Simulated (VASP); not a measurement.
# MgSe (Fm-3m) in VASP: further runs

MgSe is run at these levels: r2SCAN+D4, r2SCAN; tasks: single point.

Everything below comes from runs of VASP 6.6.1. Logs are shortened: lines on timing, memory, paths and dates and some standing lists are left out, and cuts for length are marked.

**1. The cell of the first run**

The structure is cubic, space group Fm-3m (No. 225). Conventional cell: a = 5.451 Å, b = 5.451 Å, c = 5.451 Å, α = 90.00°, β = 90.00°, γ = 90.00°. Within 3.6 Å of Mg (site symmetry m-3m) lie 6 Se at 2.73 Å. Within 3.6 Å of Se (site symmetry m-3m) lie 6 Mg at 2.73 Å.

**2. Single point, r2SCAN+D4**

The input, POSCAR:

```
MgSe
1.0
    0.0000000000      2.7254991651      2.7254991651
    2.7254991651      0.0000000000      2.7254991651
    2.7254991651      2.7254991651      0.0000000000
Mg Se
1 1
Direct
    0.0000000000      0.0000000000      0.0000000000
    0.5000000000      0.5000000000      0.5000000000
```

The input, INCAR.step1:

```
PREC = Accurate
ENCUT = 660
ISMEAR = 0
SIGMA = 0.05
LREAL = F
LASPH = T
NELM = 120
NBANDS = 11
GGA = PE
ALGO = Normal
EDIFF = 1E-5
LWAVE = T
LCHARG = F
GGA_COMPAT = F
```

The input, INCAR.step2:

```
PREC = Accurate
ENCUT = 660
EDIFF = 1E-6
ISMEAR = 0
SIGMA = 0.05
LREAL = F
LASPH = T
NELM = 120
ALGO = Normal
ISIF = 2
LWAVE = F
LCHARG = T
METAGGA = R2SCAN
LMIXTAU = T
IVDW = 13
VDW_S6 = 1.0
VDW_S8 = 0.6018749
VDW_A1 = 0.51559235
VDW_A2 = 5.77342911
LELF = T
LVHAR = T
NBANDS = 11
ISTART = 1
GGA_COMPAT = F
```

The input, KPOINTS:

```
Automatic mesh
0
Gamma
  10 10 10
```

Potentials or basis: VASP PAW PBE potentials, release 64 (Mg, Se).

The run is started by

```bash
$ cat potpaw_PBE.64/Mg/POTCAR potpaw_PBE.64/Se/POTCAR > POTCAR
$ cp INCAR.step1 INCAR
$ mpirun -np 1 vasp_std > vasp.out
$ cp INCAR.step2 INCAR
$ mpirun -np 1 vasp_std > vasp.out
```

OUTCAR:

```text
PREC = Accurate
   ENCUT = 660
   EDIFF = 1E-6
   ISMEAR = 0
   LREAL = F
   LASPH = T
   NELM = 120
   ISIF = 2
   METAGGA = R2SCAN
   IVDW = 13
   ISTART = 1

 ion  position               nearest neighbor table
   1  0.000  0.000  0.000-   2 2.73   2 2.73   2 2.73   2 2.73   2 2.73   2 2.73
   2  0.500  0.500  0.500-   1 2.73   1 2.73   1 2.73   1 2.73   1 2.73   1 2.73

  LATTYP: Found a face centered cubic cell.
 ALAT       =     5.4509983302

  Lattice vectors:

 A1 = (   0.0000000000,   2.7254991651,   2.7254991651)
 A2 = (   2.7254991651,   0.0000000000,   2.7254991651)
 A3 = (   2.7254991651,   2.7254991651,   0.0000000000)

Analysis of symmetry for initial positions (statically):
=====================================================================
 Subroutine PRICEL returns:
 Original cell was already a primitive cell.

 Routine SETGRP: Setting up the symmetry group for a
 face centered cubic supercell.

 Subroutine GETGRP returns: Found 48 space group operations
 (whereof 48 operations were pure point group operations)
 out of a pool of 48 trial point group operations.

The static configuration has the point symmetry O_h .

Analysis of symmetry for dynamics (positions and initial velocities):
=====================================================================
 Subroutine PRICEL returns:
 Original cell was already a primitive cell.

 Routine SETGRP: Setting up the symmetry group for a
 face centered cubic supercell.

 Subroutine GETGRP returns: Found 48 space group operations
 (whereof 48 operations were pure point group operations)
 out of a pool of 48 trial point group operations.

The dynamic configuration has the point symmetry O_h .

 Subroutine INISYM returns: Found 48 space group operations
 (whereof 48 operations are pure point group operations),
 and found     1 'primitive' translations

----------------------------------------------------------------------------------------

                                     Primitive cell

  volume of cell :      40.4919

  direct lattice vectors                    reciprocal lattice vectors
     0.000000000  2.725499165  2.725499165    -0.183452634  0.183452634  0.183452634
     2.725499165  0.000000000  2.725499165     0.183452634 -0.183452634  0.183452634
     2.725499165  2.725499165  0.000000000     0.183452634  0.183452634 -0.183452634

  length of vectors
     3.854437884  3.854437884  3.854437884     0.317749282  0.317749282  0.317749282

  position of ions in fractional coordinates (direct lattice)
     0.000000000  0.000000000  0.000000000
     0.500000000  0.500000000  0.500000000

  ion indices of the primitive-cell ions
   primitive index   ion index
                 1           1
                 2           2

----------------------------------------------------------------------------------------

 KPOINTS: Automatic mesh

Automatic generation of k-mesh.
 Grid dimensions read from file:
 generate k-points for:   10   10   10

 Generating k-lattice:

  Cartesian coordinates                     Fractional coordinates (reciprocal lattice)
    -0.018345263  0.018345263  0.018345263     0.100000000  0.000000000  0.000000000
     0.018345263 -0.018345263  0.018345263     0.000000000  0.100000000  0.000000000
     0.018345263  0.018345263 -0.018345263     0.000000000  0.000000000  0.100000000

  Length of vectors
     0.031774928  0.031774928  0.031774928

  Shift w.r.t. Gamma in fractional coordinates (k-lattice)
     0.000000000  0.000000000  0.000000000

 Subroutine IBZKPT returns following result:
 ===========================================

 Found     47 irreducible k-points:

 Following reciprocal coordinates:
            Coordinates               Weight
  0.000000  0.000000  0.000000      1.000000
  0.100000  0.000000  0.000000      8.000000
  0.200000  0.000000  0.000000      8.000000
  0.300000  0.000000  0.000000      8.000000
  0.400000  0.000000  0.000000      8.000000
  0.500000  0.000000  0.000000      4.000000
[... 16 lines left out ...]
  0.300000  0.300000  0.000000      6.000000
  0.400000  0.300000  0.000000     24.000000
 [... further k-points ...]
   k-points           NKPTS =     47   k-points in BZ     NKDIM =     47   number of bands    NBANDS=     11
   number of dos      NEDOS =    301   number of ions     NIONS =      2
   total plane-waves  NPLWV =  32768
   dimension x,y,z NGX =    32 NGY =   32 NGZ =   32
   dimension x,y,z NGXF=    64 NGYF=   64 NGZF=   64
   ions per type =               1   1
   NGX,Y,Z   is equivalent  to a cutoff of  13.80, 13.80, 13.80 a.u.
   NGXF,Y,Z  is equivalent  to a cutoff of  27.60, 27.60, 27.60 a.u.
 SYSTEM =  unknown system
   PREC   = accura    normal or accurate (medium, high low for compatibility)
   ISTART =      1    job   : 0-new  1-cont  2-samecut
   ICHARG =      0    charge: 1-file 2-atom 10-const
   ISPIN  =      1    spin polarized calculation?
   LNONCOLLINEAR =      F non collinear calculations
   LSORBIT =      F    spin-orbit coupling
   LASPH  =      T    aspherical Exc in radial PAW
   ENCUT  =  660.0 eV  48.51 Ry    6.96 a.u.   8.07  8.07  8.07*2*pi/ulx,y,z
   NELM   =    120;   NELMIN=  2; NELMDL=  0     # of ELM steps
   EDIFF  = 0.1E-05   stopping-criterion for ELM
   LREAL  =      F    real-space projection
   EDIFFG = 0.1E-04   stopping-criterion for IOM
   NSW    =      0    number of steps for IOM
   IBRION =     -1    ionic relax: 0-MD 1-quasi-New 2-CG
   NFREE  =      0    steps in history (QN), initial steepest desc. (CG)
   ISIF   =      2    stress and relaxation
   ISYM   =      2    0-nonsym 1-usesym 2-fastsym
   POTIM  = 0.5000    time-step for ionic-motion
   TEBEG  =    0.0;   TEEND  =   0.0 temperature during run
   PSTRESS=    0.0 pullay stress
   NELECT =       8.0000    total number of electrons
   NUPDOWN=      -1.0000    fix difference up-down
   EMIN   =  10.00;   EMAX   =-10.00  energy-range for DOS
   EFERMI =   0.00;   METHOD = LEGACY
   ISMEAR =     0;   SIGMA  =   0.05  broadening in eV -4-tet -1-fermi 0-gaus
   EFERMI_NEDOS =   21; number of points for ismear=-14 and -15
   IALGO  =     38    algorithm
   IMIX   =      4    mixing-type and parameters
     AMIX     =   0.40;   BMIX     =  1.00
     AMIX_MAG =   1.60;   BMIX_MAG =  1.00
  volume/ion in A,a.u.               =      20.25       136.63
  Fermi-wavevector in a.u.,A,eV,Ry     =   0.953488  1.801832 12.369604  0.909140
  Thomas-Fermi vector in A             =   2.082148
   LORBIT       =      0    0 simple, 1 ext, 2 COOP (PROOUT), +10 PAW based schemes
   METAGGA = R2SCAN    functional components
   LHFCALC =     F    Hartree Fock is set to
   AEXX    =    0.0000 exact exchange contribution
   IVDW    =    13    specifies the selected vdW correction
   LEPSILON=     F    determine dielectric tensor
   LRPA    =     F    only Hartree local field effects (RPA)
 non-spin polarized calculation
 Gauss-broadening in eV      SIGMA  =   0.05
  energy-cutoff  :      660.00
  volume of cell :       40.49
 maximum number of plane-waves:      1588
   NGX = 17   NGY = 17   NGZ = 17

 number of electron       8.0000000 magnetization

 Free energy of the ion-electron system (eV)
  ---------------------------------------------------
  ext. energy  EPLUGINS =         0.00000000
  ---------------------------------------------------
  free energy    TOTEN  =       -21.38141555 eV

  energy without entropy =      -21.38141555  energy(sigma->0) =      -21.38141555

 E-fermi :   3.1860     XC(G=0):  -9.8564

 val. band max:        2.9686679768   @ k =   0.0000   0.0000   0.0000
 cond. band min:       5.4301077803   @ k =   0.5000   0.5000   0.0000
 fundamental gap:      2.4614398034
 Fermi energy:         3.1860434261

 k-point     1 :       0.0000    0.0000    0.0000
  band No.  band energies     occupation
      1     -10.4194      2.00000
      2       2.9687      2.00000
      3       2.9687      2.00000
      4       2.9687      2.00000
      5       6.4644      0.00000
      6      10.9939      0.00000
      7      10.9939      0.00000
      8      10.9939      0.00000
      9      13.5391      0.00000
     10      13.5391      0.00000
     11      14.9528      0.00000

 k-point     2 :       0.1000    0.0000    0.0000
  band No.  band energies     occupation
      1     -10.3304      2.00000
      2       2.1666      2.00000
      3       2.8995      2.00000
      4       2.8995      2.00000
      5       7.1187      0.00000
      6      10.7616      0.00000
      7      11.1792      0.00000
      8      11.1792      0.00000
      9      12.7947      0.00000
     10      12.7947      0.00000
     11      14.9333      0.00000

 k-point     3 :       0.2000    0.0000    0.0000
  band No.  band energies     occupation
      1     -10.0811      2.00000
      2       0.7127      2.00000
      3       2.7315      2.00000
      4       2.7315      2.00000
      5       7.8135      0.00000
      6      11.0046      0.00000
      7      11.0236      0.00000
      8      11.0236      0.00000
      9      12.7359      0.00000
     10      12.7359      0.00000
     11      14.3000      0.00000
[... 267 lines left out ...]
 k-point    23 :       0.3000    0.3000    0.0000
  band No.  band energies     occupation
      1      -9.5175      2.00000
      2      -0.2652      2.00000
      3       1.6545      2.00000
      4       1.6545      2.00000
      5       6.9877      0.00000
      6       8.2612      0.00000
      7      12.2778      0.00000
      8      14.0639      0.00000
      9      14.0639      0.00000
     10      14.9862      0.00000
     11      18.4912      0.00000

 k-point    24 :       0.4000    0.3000    0.0000
  band No.  band energies     occupation
      1      -9.2664      2.00000
      2      -0.7755      2.00000
      3       1.2156      2.00000
      4       1.4915      2.00000
      5       6.6165      0.00000
      6       8.3213      0.00000
      7      12.7154      0.00000
      8      13.5708      0.00000
      9      15.2637      0.00000
     10      16.6664      0.00000
     11      19.0635      0.00000

 [... further k-points ...]

------------------------ aborting loop because EDIFF is reached ----------------------------------------

  DFT-D4 for vdW energy calculation

  Edisp (eV):   -0.21558

  FORCE on cell =-STRESS in cart. coord.  units (eV):
  Direction    XX          YY          ZZ          XY          YZ          ZX
  --------------------------------------------------------------------------------------
  -------------------------------------------------------------------------------------
  Total      -0.07830    -0.07830    -0.07830    -0.00000    -0.00000    -0.00000
  in kB      -3.09801    -3.09801    -3.09801    -0.00000    -0.00000    -0.00000
  external pressure =       -3.10 kB  Pullay stress =        0.00 kB

 VOLUME and BASIS-vectors are now :
 -----------------------------------------------------------------------------
  energy-cutoff  :      660.00
  volume of cell :       40.49
      direct lattice vectors                 reciprocal lattice vectors
     0.000000000  2.725499165  2.725499165    -0.183452634  0.183452634  0.183452634
     2.725499165  0.000000000  2.725499165     0.183452634 -0.183452634  0.183452634
     2.725499165  2.725499165  0.000000000     0.183452634  0.183452634 -0.183452634

 POSITION                                       TOTAL-FORCE (eV/Angst)
 -----------------------------------------------------------------------------------
      0.00000      0.00000      0.00000         0.000000      0.000000      0.000000
      2.72550      2.72550      2.72550        -0.000000     -0.000000      0.000000
 -----------------------------------------------------------------------------------
    total drift:                               -0.000000     -0.000000      0.000000

  FREE ENERGIE OF THE ION-ELECTRON SYSTEM (eV)
  ---------------------------------------------------
  free  energy   TOTEN  =       -21.5969957084 eV

  energy  without entropy=      -21.5969957084  energy(sigma->0) =      -21.59699571
```

Wall time 41 s (1 thread of Intel Xeon 6975P-C (Granite Rapids), shared host); peak memory 0.21 GiB.

Results:

| Property | Result |
| --- | --- |
| Free energy | -21.5970 eV |
| Pressure | -0.3 GPa |
| Band gap on the k mesh | 2.46 eV, indirect (least direct gap 3.50 eV) |
| Dispersion energy per atom | -0.108 eV |

Caveat: the PAW data sets were made with another functional, which shifts forces and pressure a little. A k mesh can miss the band edges.

**3. Single point, r2SCAN**

POSCAR is that of step 2.

The input, INCAR.step1:

```
SYSTEM = MgSe
PREC = Accurate
ENCUT = 660
ISMEAR = 0
SIGMA = 0.05
LREAL = .FALSE.
LASPH = .TRUE.
NELM = 120
NBANDS = 11
GGA = PE
ALGO = Normal
EDIFF = 1E-5
LWAVE = .TRUE.
LCHARG = .FALSE.
GGA_COMPAT = .FALSE.
```

The input, INCAR.step2:

```
SYSTEM = MgSe
PREC = Accurate
ENCUT = 660
EDIFF = 1E-6
ISMEAR = 0
SIGMA = 0.05
LREAL = .FALSE.
LASPH = .TRUE.
NELM = 120
ALGO = Normal
ISIF = 2
LWAVE = .FALSE.
LCHARG = .FALSE.
METAGGA = R2SCAN
LMIXTAU = .TRUE.
NBANDS = 11
ISTART = 1
GGA_COMPAT = .FALSE.
```

The input, KPOINTS:

```
regular mesh
0
G
  10 10 10
  0 0 0
```

Potentials or basis: VASP PAW PBE potentials, release 64 (Mg, Se).

The run is started by

```bash
$ cat potpaw_PBE.64/Mg/POTCAR potpaw_PBE.64/Se/POTCAR > POTCAR
$ cp INCAR.step1 INCAR
$ mpirun -np 1 vasp_std > vasp.out
$ cp INCAR.step2 INCAR
$ mpirun -np 1 vasp_std > vasp.out
```

Run time: 97 s. Hardware: 1 thread of Intel Xeon 8259CL, shared host; peak memory 0.21 GiB.

The run converged. Its results:

- Free energy: -21.3814 eV
- Pressure: 0.5 GPa
- Band gap on the k mesh: 2.46 eV, indirect (least direct gap 3.50 eV)

Levels at points of the mesh, in eV from the valence-band top:
| k point | band 2 | band 3 | band 4 | band 5 | band 6 | band 7 |
| --- | --- | --- | --- | --- | --- | --- |
| (0.00, 0.00, 0.00) | 0.00 | 0.00 | 0.00 | 3.50 | 8.03 | 8.03 |
| (0.50, 0.00, 0.00) | -4.98 | -0.61 | -0.61 | 4.52 | 6.71 | 6.71 |
| (0.50, 0.50, 0.00) | -4.32 | -1.82 | -1.82 | 2.46 | 4.53 | 12.86 |

Caveat: the PAW data sets were made with another functional, which shifts forces and pressure a little.

**4. Single point, r2SCAN**

POSCAR is that of step 3.

The input, INCAR.step1:

```
  PREC = Accurate
  ENCUT = 660
  ISMEAR = 0
  SIGMA = 0.05
  LREAL = False
  LASPH = True
  NELM = 120
  NBANDS = 11
  GGA = PE
  ALGO = Normal
  EDIFF = 1E-5
  LWAVE = True
  LCHARG = False
  GGA_COMPAT = False
```

The input, INCAR.step2:

```
  PREC = Accurate
  ENCUT = 660
  EDIFF = 1E-6
  ISMEAR = 0
  SIGMA = 0.05
  LREAL = False
  LASPH = True
  NELM = 120
  ALGO = Normal
  ISIF = 2
  LWAVE = False
  LCHARG = True
  METAGGA = R2SCAN
  LMIXTAU = True
  LELF = True
  LVHAR = True
  NBANDS = 11
  ISTART = 1
  GGA_COMPAT = False
```

The input, KPOINTS:

```
regular mesh
0
Gamma
  10 10 10
```

The run is started by

```bash
$ cat potpaw_PBE.64/Mg/POTCAR potpaw_PBE.64/Se/POTCAR > POTCAR
$ cp INCAR.step1 INCAR
$ mpirun -np 1 vasp_std > vasp.out
$ cp INCAR.step2 INCAR
$ mpirun -np 1 vasp_std > vasp.out
```

Wall time 2.4 min (1 thread of Intel Xeon 8259CL, shared host); peak memory 0.21 GiB.

The run converged. Its results:

```yaml
Free_energy: -21.3814 eV
Pressure: 0.5 GPa
Band_gap_on_the_k_mesh: 2.46 eV, indirect (least direct gap 3.50 eV)
```

Levels at points of the mesh, in eV from the valence-band top:
```
           k point  band 1  band 2  band 3  band 4  band 5  band 6  band 7  band 8  band 9
(0.00, 0.00, 0.00)  -13.39    0.00    0.00    0.00    3.50    8.03    8.03    8.03   10.57
(0.50, 0.00, 0.00)  -12.23   -4.98   -0.61   -0.61    4.52    6.71    6.71    9.67   12.52
(0.50, 0.50, 0.00)  -11.89   -4.32   -1.82   -1.82    2.46    4.53   12.86   13.29   13.30
```

Caveat: the PAW data sets were made with another functional, which shifts forces and pressure a little.
